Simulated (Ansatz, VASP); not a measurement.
# One calculation of TiO2, two programs

```
Ti O
1.0
     4.72630    0.00000    0.00000
     0.00000    4.72630    0.00000
     0.00000    0.00000    2.79396
Ti O
2 4
Direct
  0.00000 0.00000 0.00000
  0.50000 0.50000 0.50000
  0.30461 0.30461 0.00000
  0.19539 0.80461 0.50000
  0.69539 0.69539 0.00000
  0.80461 0.19539 0.50000
```

Alike in both runs: task single point; functional r2SCAN; k mesh 8 × 8 × 10; occupations gaussian, width 0.05 eV; no spin polarisation.

|  | VASP | Ansatz |
| --- | --- | --- |
| version | VASP 6.6.1 | Ansatz 0.2.0 |
| potentials or method | VASP PAW PBE potentials, release 64 (Ti_sv, O), cutoff 520 eV | scalar-relativistic, plane waves, PAW |
| valence electrons in the cell | 48 | 48 |

```csv
,VASP,Ansatz,Ansatz less VASP
gap on the k mesh at the Fermi level (eV),2.37,2.36,-0.009
least direct gap on the mesh (eV),2.38,2.37,-0.010
pressure (GPa),6.0,4.7,-1.32
"traceless stress, the component that is largest in VASP (GPa)",18.65,18.04,-0.612
rms of the force components (eV/Å),0.061,0.027,-0.0336
```

VASP's potentials were made for PBE, not for r2SCAN. Atom by atom the forces differ by 0.034 eV/Å (rms over components).
